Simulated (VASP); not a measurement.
# BN: electric field gradients with PBEsol

BN:

```
CELL_PARAMETERS angstrom
0.00000 1.80750 1.77135
1.80750 0.00000 1.77135
1.80750 1.80750 0.00000
ATOMIC_POSITIONS crystal
B 0.00000 0.00000 0.00000
N 0.75000 0.75000 0.75000
```

This cell differs from its parent crystal: zz strain of -2 %.

| Property | Result |
| --- | --- |
| Program | VASP 6.6.1 |
| Task | electric field gradients |
| Functional | PBEsol |
| Potentials or basis | VASP PAW PBE potentials, release 64 (B, N) |
| Cutoff | 520 eV |
| k mesh | 13 × 13 × 13 |
| Occupations | fermi-dirac, width 0.03 eV |
| Spin | no spin polarisation |
| Dipole correction | no |
| Further INCAR settings | ALGO = Normal; EDIFF = 1e-08; NBANDS = 11 |

* Pressure: 5.6 GPa
* Band gap on the k mesh: 4.02 eV, indirect (least direct gap 8.64 eV)

Stress tensor (GPa, compression positive):
```
 1.54  0.00  0.00
 0.00  1.54  0.00
 0.00  0.00 13.65
```

Levels at points of the mesh, in eV from the valence-band top:
| k point | band 1 | band 2 | band 3 | band 4 | band 5 | band 6 | band 7 | band 8 |
| --- | --- | --- | --- | --- | --- | --- | --- | --- |
| (0.00, 0.00, 0.00) | -20.62 | -0.20 | -0.20 | 0.00 | 8.64 | 8.78 | 8.78 | 10.46 |

Electric field gradients, principal values (V/Å²):
| atom | least | middle | greatest (by size) |
| --- | --- | --- | --- |
| 1 B | -0.357 | -0.357 | 0.714 |
| 2 N | 1.583 | 1.583 | -3.166 |

It took 23 s on 1 thread of AMD EPYC 7R43 64-Core Processor (Zen 3) (shared host), peak memory 0.1 GiB.

Caveat: the cell differs from its parent crystal (zz strain of -2 %); without QUAD_EFG the Cq values of the log hold for a quadrupole moment of 1 mb, not for the nuclei; the PAW data sets were made with another functional, which shifts forces and pressure a little. A k mesh can miss the band edges.
